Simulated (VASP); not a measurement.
# Ga3BAs4 (P-43m) in VASP: notebook

The runs below take Ga3BAs4 through single point, with PBE.

Program: VASP 6.6.1. These are calculated values, not measurements. Logs are shortened: lines on timing, memory, paths and dates and some standing lists are left out, and cuts for length are marked.

### Step 1. The cell of the first run

Symmetry: P-43m, No. 215, cubic system. The conventional cell has a = 5.416 Å, b = 5.416 Å, c = 5.416 Å, α = 90.00°, β = 90.00°, γ = 90.00°. Ga (site symmetry -42m) has 4 As at 2.35 Å within 3.1 Å. Within 3.1 Å of B (site symmetry -43m) lie 4 As at 2.35 Å. As (site symmetry 3m) has 1 B at 2.35 Å and 3 Ga at 2.35 Å within 3.1 Å.

### Step 2. Single point, PBE

INCAR

```
SYSTEM = Ga3BAs4
  PREC = Accurate
  ENCUT = 520
  EDIFF = 1E-6
  ISMEAR = 0
  SIGMA = 0.1
  LREAL = .False.
  LASPH = .True.
  NELM = 80
  ALGO = Normal
  ISIF = 2
  LWAVE = .False.
  LCHARG = .False.
  GGA = PE
  NBANDS = 41
```

KPOINTS

```
Automatic mesh
0
Gamma
  4 4 4
  0 0 0
```

POSCAR

```
Ga3BAs4
1.0
    5.4157579200      0.0000000000      0.0000000000
    0.0000000000      5.4157579200      0.0000000000
    0.0000000000      0.0000000000      5.4157579200
Ga B As
3 1 4
Direct
    0.0000000000      0.0000000000      0.5000000000
    0.0000000000      0.5000000000      0.0000000000
    0.5000000000      0.0000000000      0.0000000000
    0.5000000000      0.5000000000      0.5000000000
    0.7500000000      0.7500000000      0.7500000000
    0.7500000000      0.2500000000      0.2500000000
    0.2500000000      0.7500000000      0.2500000000
    0.2500000000      0.2500000000      0.7500000000
```

Potentials or basis: VASP PAW PBE potentials, release 64 (Ga_d, B, As).

The run is started by

```console
$ cat potpaw_PBE.64/Ga_d/POTCAR potpaw_PBE.64/B/POTCAR potpaw_PBE.64/As/POTCAR > POTCAR
$ mpirun -np 1 vasp_std > vasp.out
```

OUTCAR:

```text
SYSTEM = Ga3BAs4
   PREC = Accurate
   ENCUT = 520
   EDIFF = 1E-6
   ISMEAR = 0
   LREAL = .False.
   LASPH = .True.
   NELM = 80
   ISIF = 2
   GGA = PE

 ion  position               nearest neighbor table
   1  0.000  0.000  0.500-   5 2.35   6 2.35   7 2.35   8 2.35
   2  0.000  0.500  0.000-   5 2.35   6 2.35   7 2.35   8 2.35
   3  0.500  0.000  0.000-   5 2.35   6 2.35   7 2.35   8 2.35
   4  0.500  0.500  0.500-   5 2.35   6 2.35   7 2.35   8 2.35
   5  0.750  0.750  0.750-   1 2.35   2 2.35   3 2.35   4 2.35
   6  0.750  0.250  0.250-   1 2.35   2 2.35   3 2.35   4 2.35
   7  0.250  0.750  0.250-   1 2.35   2 2.35   3 2.35   4 2.35
   8  0.250  0.250  0.750-   1 2.35   2 2.35   3 2.35   4 2.35

  LATTYP: Found a simple cubic cell.
 ALAT       =     5.4157579200

  Lattice vectors:

 A1 = (   5.4157579200,   0.0000000000,   0.0000000000)
 A2 = (   0.0000000000,   5.4157579200,   0.0000000000)
 A3 = (   0.0000000000,   0.0000000000,   5.4157579200)

Analysis of symmetry for initial positions (statically):
=====================================================================
 Subroutine PRICEL returns:
 Original cell was already a primitive cell.

 Routine SETGRP: Setting up the symmetry group for a
 simple cubic supercell.

 Subroutine GETGRP returns: Found 24 space group operations
 (whereof 24 operations were pure point group operations)
 out of a pool of 48 trial point group operations.

The static configuration has the point symmetry T_d .

Analysis of symmetry for dynamics (positions and initial velocities):
=====================================================================
 Subroutine PRICEL returns:
 Original cell was already a primitive cell.

 Routine SETGRP: Setting up the symmetry group for a
 simple cubic supercell.

 Subroutine GETGRP returns: Found 24 space group operations
 (whereof 24 operations were pure point group operations)
 out of a pool of 48 trial point group operations.

The dynamic configuration has the point symmetry T_d .

 Subroutine INISYM returns: Found 24 space group operations
 (whereof 24 operations are pure point group operations),
 and found     1 'primitive' translations

----------------------------------------------------------------------------------------

                                     Primitive cell

  volume of cell :     158.8465

  direct lattice vectors                    reciprocal lattice vectors
     5.415757920  0.000000000  0.000000000     0.184646362  0.000000000  0.000000000
[... 89 lines left out ...]
   ISIF   =      2    stress and relaxation
   ISYM   =      2    0-nonsym 1-usesym 2-fastsym
   POTIM  = 0.5000    time-step for ionic-motion
   TEBEG  =    0.0;   TEEND  =   0.0 temperature during run
   PSTRESS=    0.0 pullay stress
   NELECT =      62.0000    total number of electrons
   NUPDOWN=      -1.0000    fix difference up-down
   EMIN   =  10.00;   EMAX   =-10.00  energy-range for DOS
   EFERMI =   0.00;   METHOD = LEGACY
   ISMEAR =     0;   SIGMA  =   0.10  broadening in eV -4-tet -1-fermi 0-gaus
   EFERMI_NEDOS =   21; number of points for ismear=-14 and -15
   IALGO  =     38    algorithm
   IMIX   =      4    mixing-type and parameters
     AMIX     =   0.40;   BMIX     =  1.00
     AMIX_MAG =   1.60;   BMIX_MAG =  1.00
  volume/ion in A,a.u.               =      19.86       133.99
  Fermi-wavevector in a.u.,A,eV,Ry     =   1.196408  2.260884 19.475288  1.431393
  Thomas-Fermi vector in A             =   2.332350
   LORBIT       =      0    0 simple, 1 ext, 2 COOP (PROOUT), +10 PAW based schemes
   GGA     = PE    functional components
   LHFCALC =     F    Hartree Fock is set to
   AEXX    =    0.0000 exact exchange contribution
   IVDW    =     0    specifies the selected vdW correction
   LEPSILON=     F    determine dielectric tensor
   LRPA    =     F    only Hartree local field effects (RPA)
 non-spin polarized calculation
 Gauss-broadening in eV      SIGMA  =   0.10
  energy-cutoff  :      520.00
  volume of cell :      158.85
 maximum number of plane-waves:      4337
   NGX = 21   NGY = 21   NGZ = 21

 number of electron      62.0000078 magnetization

 Free energy of the ion-electron system (eV)
  ---------------------------------------------------
  ext. energy  EPLUGINS =         0.00000000
  ---------------------------------------------------
  free energy    TOTEN  =       -34.03755813 eV

  energy without entropy =      -34.03753155  energy(sigma->0) =      -34.03754484

 E-fermi :   4.8123     XC(G=0):  -9.8946

 val. band max:        4.5831800678   @ k =   0.0000   0.0000   0.0000
 cond. band min:       5.0182197188   @ k =   0.5000   0.5000   0.5000
 fundamental gap:      0.4350396510
 Fermi energy:         4.8122801437

 k-point     1 :       0.0000    0.0000    0.0000
  band No.  band energies     occupation
      1     -10.5657      2.00000
      2     -10.5657      2.00000
      3     -10.5657      2.00000
      4     -10.4135      2.00000
      5     -10.4135      2.00000
      6     -10.4135      2.00000
[... 429 lines left out ...]
     40       9.3729      0.00000
     41       9.3749      0.00000

------------------------ aborting loop because EDIFF is reached ----------------------------------------

  FORCE on cell =-STRESS in cart. coord.  units (eV):
  Direction    XX          YY          ZZ          XY          YZ          ZX
  --------------------------------------------------------------------------------------
  -------------------------------------------------------------------------------------
  Total        7.0103471      7.0103471      7.0103471      0.0000000      0.0000000     -0.0000000
  in kB       70.7086222     70.7086222     70.7086222      0.0000000      0.0000000     -0.0000000
  external PRESSURE =      70.7086222 kB  Pullay stress =       0.0000000 kB

 VOLUME and BASIS-vectors are now :
 -----------------------------------------------------------------------------
  energy-cutoff  :      520.00
  volume of cell :      158.85
      direct lattice vectors                 reciprocal lattice vectors
     5.415757920  0.000000000  0.000000000     0.184646362  0.000000000  0.000000000
     0.000000000  5.415757920  0.000000000     0.000000000  0.184646362  0.000000000
     0.000000000  0.000000000  5.415757920     0.000000000  0.000000000  0.184646362

 POSITION                                       TOTAL-FORCE (eV/Angst)
 -----------------------------------------------------------------------------------
      0.00000      0.00000      2.70788        -0.000000     -0.000000      0.000000
      0.00000      2.70788      0.00000        -0.000000     -0.000000      0.000000
      2.70788      0.00000      0.00000        -0.000000     -0.000000      0.000000
      2.70788      2.70788      2.70788        -0.000000     -0.000000      0.000000
      4.06182      4.06182      4.06182        -1.472896     -1.472896     -1.472896
      4.06182      1.35394      1.35394        -1.472896      1.472896      1.472896
      1.35394      4.06182      1.35394         1.472896     -1.472896      1.472896
      1.35394      1.35394      4.06182         1.472896      1.472896     -1.472896
 -----------------------------------------------------------------------------------
    total drift:                               -0.000000      0.000000     -0.000000

  FREE ENERGIE OF THE ION-ELECTRON SYSTEM (eV)
  ---------------------------------------------------
  free  energy   TOTEN  =       -34.0375581316 eV

  energy  without entropy=      -34.0375315487  energy(sigma->0) =      -34.03754484
```

Run time: 93 s. Hardware: 1 thread of AMD EPYC 7R13 (Zen 3), shared host; peak memory 0.23 GiB.

Results:

- Free energy: -34.0376 eV
- Pressure: 7.1 GPa
- Band gap on the k mesh: 0.43 eV, indirect (least direct gap 0.73 eV)

Levels at points of the mesh, in eV from the valence-band top:
| k point | band 29 | band 30 | band 31 | band 32 | band 33 | band 34 |
| --- | --- | --- | --- | --- | --- | --- |
| (0.00, 0.00, 0.00) | 0.00 | 0.00 | 0.00 | 0.73 | 1.36 | 1.36 |
| (0.50, 0.00, 0.00) | -2.02 | -1.91 | -1.91 | 1.65 | 1.72 | 3.48 |
| (0.50, 0.50, 0.00) | -1.51 | -1.37 | -1.30 | 2.43 | 2.47 | 3.10 |
| (0.50, 0.50, 0.50) | -1.21 | -1.21 | -1.21 | 0.44 | 1.54 | 1.54 |

### Step 3. Single point, PBE

This run uses another cell than the first one, of 20.87 Å³/atom, 1.051 times its volume.

INCAR

```
SYSTEM = Ga3BAs4
PREC = Accurate ; ENCUT = 520
EDIFF = 1E-6 ; ISMEAR = 0
SIGMA = 0.1 ; LREAL = .False.
LASPH = .True. ; NELM = 80
ALGO = Normal ; ISIF = 2
LWAVE = .False. ; LCHARG = .False.
GGA = PE ; NBANDS = 41
```

KPOINTS is that of step 2.

POSCAR

```
Ga3BAs4
1.0
    5.5063110935      0.0000000000      0.0000000000
    0.0000000000      5.5063110935      0.0000000000
    0.0000000000      0.0000000000      5.5063110935
Ga B As
3 1 4
Direct
    0.0000000000      0.0000000000      0.5000000000
    0.0000000000      0.5000000000      0.0000000000
    0.5000000000      0.0000000000      0.0000000000
    0.5000000000      0.5000000000      0.5000000000
    0.7281028617      0.7281028617      0.7281028617
    0.7281028617      0.2718971383      0.2718971383
    0.2718971383      0.7281028617      0.2718971383
    0.2718971383      0.2718971383      0.7281028617
```

Potentials or basis: VASP PAW PBE potentials, release 64 (Ga_d, B, As).

The run is started by

```console
$ cat potpaw_PBE.64/Ga_d/POTCAR potpaw_PBE.64/B/POTCAR potpaw_PBE.64/As/POTCAR > POTCAR
$ mpirun -np 1 vasp_std > vasp.out
```

OUTCAR:

```text
SYSTEM = Ga3BAs4
   PREC = Accurate
   ENCUT = 520
   EDIFF = 1E-6
   ISMEAR = 0
   LREAL = .False.
   LASPH = .True.
   NELM = 80
   ISIF = 2
   GGA = PE

 ion  position               nearest neighbor table
   1  0.000  0.000  0.500-   5 2.46   6 2.46   7 2.46   8 2.46
   2  0.000  0.500  0.000-   5 2.46   6 2.46   7 2.46   8 2.46
   3  0.500  0.000  0.000-   5 2.46   6 2.46   7 2.46   8 2.46
   4  0.500  0.500  0.500-   5 2.18   6 2.18   7 2.18   8 2.18
   5  0.728  0.728  0.728-   4 2.18   2 2.46   3 2.46   1 2.46
   6  0.728  0.272  0.272-   4 2.18   2 2.46   3 2.46   1 2.46
   7  0.272  0.728  0.272-   4 2.18   2 2.46   3 2.46   1 2.46
   8  0.272  0.272  0.728-   4 2.18   2 2.46   3 2.46   1 2.46

  LATTYP: Found a simple cubic cell.
 ALAT       =     5.5063110935

  Lattice vectors:

 A1 = (   5.5063110935,   0.0000000000,   0.0000000000)
 A2 = (   0.0000000000,   5.5063110935,   0.0000000000)
 A3 = (   0.0000000000,   0.0000000000,   5.5063110935)

Analysis of symmetry for initial positions (statically):
=====================================================================
 Subroutine PRICEL returns:
 Original cell was already a primitive cell.

 Routine SETGRP: Setting up the symmetry group for a
 simple cubic supercell.

 Subroutine GETGRP returns: Found 24 space group operations
 (whereof 24 operations were pure point group operations)
 out of a pool of 48 trial point group operations.

The static configuration has the point symmetry T_d .

Analysis of symmetry for dynamics (positions and initial velocities):
=====================================================================
 Subroutine PRICEL returns:
 Original cell was already a primitive cell.

 Routine SETGRP: Setting up the symmetry group for a
 simple cubic supercell.

 Subroutine GETGRP returns: Found 24 space group operations
 (whereof 24 operations were pure point group operations)
 out of a pool of 48 trial point group operations.

The dynamic configuration has the point symmetry T_d .

 Subroutine INISYM returns: Found 24 space group operations
[... 119 lines left out ...]
   GGA     = PE    functional components
   LHFCALC =     F    Hartree Fock is set to
   AEXX    =    0.0000 exact exchange contribution
   IVDW    =     0    specifies the selected vdW correction
   LEPSILON=     F    determine dielectric tensor
   LRPA    =     F    only Hartree local field effects (RPA)
 non-spin polarized calculation
 Gauss-broadening in eV      SIGMA  =   0.10
  energy-cutoff  :      520.00
  volume of cell :      166.95
 maximum number of plane-waves:      4632
 NGX is ok and might be reduce to    42
   NGX = 21   NGY = 21   NGZ = 21

 number of electron      61.9999966 magnetization

 Free energy of the ion-electron system (eV)
  ---------------------------------------------------
  ext. energy  EPLUGINS =         0.00000000
  ---------------------------------------------------
  free energy    TOTEN  =       -35.30091568 eV

  energy without entropy =      -35.30091332  energy(sigma->0) =      -35.30091450

 E-fermi :   4.4369     XC(G=0):  -9.6813

 val. band max:        4.1597179933   @ k =   0.0000   0.0000   0.0000
 cond. band min:       4.6948379034   @ k =   0.5000   0.5000   0.5000
 fundamental gap:      0.5351199101
 Fermi energy:         4.4369198231

 k-point     1 :       0.0000    0.0000    0.0000
  band No.  band energies     occupation
      1     -10.7530      2.00000
      2     -10.7530      2.00000
      3     -10.7530      2.00000
      4     -10.6546      2.00000
      5     -10.6457      2.00000
      6     -10.6457      2.00000
[... 429 lines left out ...]
     40       8.4552      0.00000
     41       9.1907      0.00000

------------------------ aborting loop because EDIFF is reached ----------------------------------------

  FORCE on cell =-STRESS in cart. coord.  units (eV):
  Direction    XX          YY          ZZ          XY          YZ          ZX
  --------------------------------------------------------------------------------------
  -------------------------------------------------------------------------------------
  Total        0.4159943      0.4159943      0.4159943      0.0000000      0.0000000      0.0000000
  in kB        3.9922314      3.9922314      3.9922314      0.0000000      0.0000000      0.0000000
  external PRESSURE =       3.9922314 kB  Pullay stress =       0.0000000 kB

 VOLUME and BASIS-vectors are now :
 -----------------------------------------------------------------------------
  energy-cutoff  :      520.00
  volume of cell :      166.95
      direct lattice vectors                 reciprocal lattice vectors
     5.506311093  0.000000000  0.000000000     0.181609790  0.000000000  0.000000000
     0.000000000  5.506311093  0.000000000     0.000000000  0.181609790  0.000000000
     0.000000000  0.000000000  5.506311093     0.000000000  0.000000000  0.181609790

 POSITION                                       TOTAL-FORCE (eV/Angst)
 -----------------------------------------------------------------------------------
      0.00000      0.00000      2.75316         0.000000      0.000000      0.000000
      0.00000      2.75316      0.00000         0.000000     -0.000000      0.000000
      2.75316      0.00000      0.00000        -0.000000     -0.000000      0.000000
      2.75316      2.75316      2.75316         0.000000      0.000000      0.000000
      4.00916      4.00916      4.00916        -0.027905     -0.027905     -0.027905
      4.00916      1.49715      1.49715        -0.027905      0.027905      0.027905
      1.49715      4.00916      1.49715         0.027905     -0.027905      0.027905
      1.49715      1.49715      4.00916         0.027905      0.027905     -0.027905
 -----------------------------------------------------------------------------------
    total drift:                                0.000000      0.000000      0.000000

  FREE ENERGIE OF THE ION-ELECTRON SYSTEM (eV)
  ---------------------------------------------------
  free  energy   TOTEN  =       -35.3009156752 eV

  energy  without entropy=      -35.3009133167  energy(sigma->0) =      -35.30091450
```

OSZICAR:

```text
N       E                     dE             d eps       ncg     rms          rms(c)
DAV:   1     0.514441244736E+03    0.51444E+03   -0.27300E+04   892   0.198E+03
DAV:   2     0.398619312310E+02   -0.47458E+03   -0.45211E+03   876   0.530E+02
DAV:   3    -0.319130391172E+02   -0.71775E+02   -0.69202E+02   981   0.153E+02
DAV:   4    -0.359111762326E+02   -0.39981E+01   -0.39647E+01  1034   0.368E+01
DAV:   5    -0.359923638753E+02   -0.81188E-01   -0.81051E-01   940   0.528E+00    0.613E+00
DAV:   6    -0.353732847869E+02    0.61908E+00   -0.95414E-01  1151   0.111E+01    0.346E+00
DAV:   7    -0.352996609784E+02    0.73624E-01   -0.50879E-01   932   0.279E+00    0.146E+00
DAV:   8    -0.352980841465E+02    0.15768E-02   -0.59591E-02  1077   0.193E+00    0.342E-01
DAV:   9    -0.353003205213E+02   -0.22364E-02   -0.12715E-02   971   0.905E-01    0.112E-01
DAV:  10    -0.353007317830E+02   -0.41126E-03   -0.24055E-03   923   0.359E-01    0.414E-02
DAV:  11    -0.353008591045E+02   -0.12732E-03   -0.29465E-04  1075   0.111E-01    0.307E-02
DAV:  12    -0.353009078052E+02   -0.48701E-04   -0.83858E-05  1065   0.420E-02    0.103E-02
DAV:  13    -0.353009154092E+02   -0.76039E-05   -0.26573E-05   950   0.376E-02    0.453E-03
DAV:  14    -0.353009156752E+02   -0.26601E-06   -0.42306E-06   942   0.116E-02
   1 F= -.35300916E+02 E0= -.35300914E+02  d E =-.235850E-05
```

stdout:

```text
POSCAR found type information on POSCAR GaB As
 POSCAR found :  3 types and       8 ions
 scaLAPACK will be used
 LDA part: xc-table for (Slater+PW92), standard interpolation
 POSCAR, INCAR and KPOINTS ok, starting setup
 FFT: planning ... GRIDC
 FFT: planning ... GRID_SOFT
 FFT: planning ... GRID
 WAVECAR not read
 entering main loop
```

It took 97 s on 1 thread of AMD EPYC 7R13 (Zen 3), shared host; peak memory 0.25 GiB.

What came out:

| Item | Value |
| --- | --- |
| Free energy | -35.3009 eV |
| Pressure | 0.4 GPa |
| Largest force | 0.048 eV/Å |
| Band gap on the k mesh | 0.54 eV, indirect (least direct gap 0.63 eV) |

Forces in eV/Å, atoms in the order of the input:
```
Ga   0.000  0.000  0.000
Ga   0.000  0.000  0.000
Ga   0.000  0.000  0.000
B    0.000  0.000  0.000
As  -0.028 -0.028 -0.028
As  -0.028  0.028  0.028
As   0.028 -0.028  0.028
As   0.028  0.028 -0.028
```
